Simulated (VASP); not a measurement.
Input of a VASP 6.6.1 run:

Contents of INCAR:

```
SYSTEM = SiH10C20
  ALGO = Normal
  EDIFF = 1E-7
  ENCUT = 520
  GGA = PE
  ISIF = 2
  ISMEAR = 0
  ISPIN = 2
  LASPH = .TRUE.
  LCHARG = .FALSE.
  LORBIT = 11
  LREAL = Auto
  LWAVE = .FALSE.
  MAGMOM = 0 0 0 0 0 0 0 0 0 0 0 0 0 0 0 0 0 0 0 0 0 0 0 0 0 0 0 0 0 0 0
  NBANDS = 72
  NELM = 150
  PREC = Accurate
  SIGMA = 0.02
```

The input KPOINTS:

```
k-points
0
G
  2 2 1
  0 0 0
```

File POSCAR:

```
SiH10C20
1.0
    5.0487420000      0.0000000000      0.0000000000
    0.0000000000      5.0487420000      0.0000000000
    0.0000000000      0.0000000000     15.8355610000
H C Si
10 20 1
Direct
    0.4277869616      0.0000000000      0.0631490100
    0.0722132365      0.0000000000      0.0631490100
    0.9277869616      0.0000000000      0.0631490100
    0.5722132365      0.0000000000      0.0631490100
    0.4277869616      0.5000000000      0.0631490100
    0.0722132365      0.5000000000      0.0631490100
    0.9277869616      0.5000000000      0.0631490100
    0.5722132365      0.5000000000      0.0631490100
    0.2455914761      0.5027430596      0.3884518521
    0.7488473366      0.5012664541      0.3883225861
    0.2500000990      0.0000000000      0.1032296867
    0.7500000990      0.0000000000      0.1032296867
    0.2500000990      0.5000000000      0.1032296867
    0.7500000990      0.5000000000      0.1032296867
    0.2500000990      0.2500000990      0.1595901781
    0.7500000990      0.2500000990      0.1595901781
    0.2500000990      0.7500000990      0.1595901781
    0.7500000990      0.7500000990      0.1595901781
   -0.0009810365      0.2520544722      0.2104668095
    0.4968055409      0.2462510463      0.2134927837
   -0.0013789574      0.7515515746      0.2193559799
    0.4973928159      0.7480576350      0.2216925564
   -0.0043295934      0.0198756443      0.2695439713
    0.4915822595      0.0114206668      0.2777261885
   -0.0019202803      0.4838728143      0.2727324280
    0.4957710257      0.4792928615      0.2739522774
    0.2293092022      0.0838632673      0.3286606644
    0.7493789542      0.0831529914      0.3244867675
    0.2436906065      0.4101578175      0.3254002179
    0.7486332239      0.4131229126      0.3239248044
    0.9175675842     -0.0348435313      0.4245461212
```

Potentials or basis: VASP PAW PBE potentials, release 64 (H, C, Si).

Command:

```bash
$ cat potpaw_PBE.64/H/POTCAR potpaw_PBE.64/C/POTCAR potpaw_PBE.64/Si/POTCAR > POTCAR
$ mpirun -np 1 vasp_std > vasp.out
```

(1) Estimate the band gap on the k mesh.

(2) What does it give for the net moment?

(3) What does it give for the largest force?

## Answers

(1) 0.05 eV (least direct gap 0.10 eV).

(2) 0.00 μB per cell.

(3) 8.948 eV/Å.

Caveat: the k points lie up to 0.62 Å⁻¹ apart; there is no dipole correction, which matters where the two faces differ.
